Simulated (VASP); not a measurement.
# MgI2: single point with r2SCAN

Crystal: MgI2.

```
Mg I
1.0
     0.00000    3.69676    3.69676
     3.69676    0.00000    3.69676
     3.69676    3.69676    0.00000
Mg I
1 2
Direct
  0.00000 0.00000 0.00000
  0.25000 0.25000 0.25000
  0.75000 0.75000 0.75000
```

This cell differs from its parent crystal: strain -1.6%.

- Program: VASP 6.6.1
- Task: single point
- Functional: r2SCAN
- Potentials or basis: VASP PAW PBE potentials, release 64 (Mg, I)
- Cutoff: 520 eV
- k mesh: 6 × 6 × 6
- Occupations: gaussian, width 0.01 eV
- Spin: no spin polarisation

| Quantity | Value |
| --- | --- |
| Pressure | 1.5 GPa |
| Band gap on the k mesh | 1.37 eV |

Levels at points of the mesh, in eV from the valence-band top:
| k point | band 4 | band 5 | band 6 | band 7 | band 8 | band 9 | band 10 | band 11 | band 12 | band 13 |
| --- | --- | --- | --- | --- | --- | --- | --- | --- | --- | --- |
| (0.00, 0.00, 0.00) | -3.30 | -3.30 | -1.26 | -1.26 | -1.26 | 1.40 | 3.38 | 3.38 | 3.38 | 5.57 |
| (0.50, 0.00, 0.00) | -2.79 | -2.79 | -2.76 | -2.53 | -2.53 | 3.35 | 5.61 | 5.61 | 6.27 | 7.02 |
| (0.50, 0.50, 0.00) | -4.15 | -4.15 | -0.58 | -0.58 | 0.00 | 1.37 | 4.84 | 7.07 | 7.10 | 7.10 |

Run time: 2.2 min on 1 thread of Oxide Virtual Turin-like Processor (shared host), peak memory 0.23 GiB.

Caveat: the cell differs from its parent crystal (strain -1.6%); the structure was generated, so it needn't be the stable form of MgI2; the PAW data sets were made with another functional, which shifts forces and pressure a little; spin-orbit coupling is left out, which moves the levels of the heavy elements. A k mesh can miss the band edges.
